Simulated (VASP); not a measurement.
Runs of VASP 6.6.1 on LaC. The structure is that of space group P-6m2 (No. 187), or close to it. The cells are those of the table. 

```csv
task,level,cell,k mesh,cutoff (eV),gap on the mesh (eV),pressure (GPa),relaxed volume (Å³/atom)
single point,r2SCAN,"a = 3.773, b = 3.773, c = 3.202 Å, angles 90.0, 90.0, 120.0°, 2 atoms",10 × 10 × 10,520,none,-0.1,-
single point,PBE,"a = 3.671, b = 3.671, c = 3.323 Å, angles 90.0, 90.0, 120.0°, 2 atoms",6 × 6 × 6,520,none,(a),-
relaxation of shape and atoms at fixed volume,r2SCAN,"relaxed from a = 3.717, b = 3.717, c = 3.167 Å, angles 90.0, 90.0, 120.0°, 2 atoms",10 × 10 × 10,600,none,3.5,-
relaxation of cell and atoms,PBE,"relaxed from a = 3.482, b = 3.482, c = 3.398 Å, angles 90.0, 90.0, 120.0°, 2 atoms",6 × 6 × 6,600,none,-0.1,19.44
relaxation of shape and atoms at fixed volume,r2SCAN,"relaxed from a = 3.773, b = 3.773, c = 3.202 Å, angles 90.0, 90.0, 120.0°, 2 atoms",10 × 10 × 10,600,none,-0.1,19.73
single point,r2SCAN,"a = 3.708, b = 3.708, c = 3.182 Å, angles 90.0, 90.0, 120.0°, 2 atoms",10 × 10 × 10,520,none,3.4,-
single point,r2SCAN,"a = 3.810, b = 3.810, c = 3.202 Å, angles 90.0, 90.0, 120.0°, 2 atoms",10 × 10 × 10,520,none,(b),-
```

Alike in all rows: potentials or basis VASP PAW PBE potentials, release 64 (La, C); no spin polarisation; smearing gaussian 0.05 eV.

Question: Estimate the missing entries.

Answer: (a) 0.1; (b) -1.6.

Caveats: spin-orbit coupling is left out, which moves the levels of the heavy elements; the PAW data sets were made with another functional, which shifts forces and pressure a little (at least some runs); the cell stands under pressure (at least some runs).

A k mesh can miss the band edges, and the runs leave out spin-orbit coupling on La.

A gap of «none» marks levels without a gap at the run's occupations.
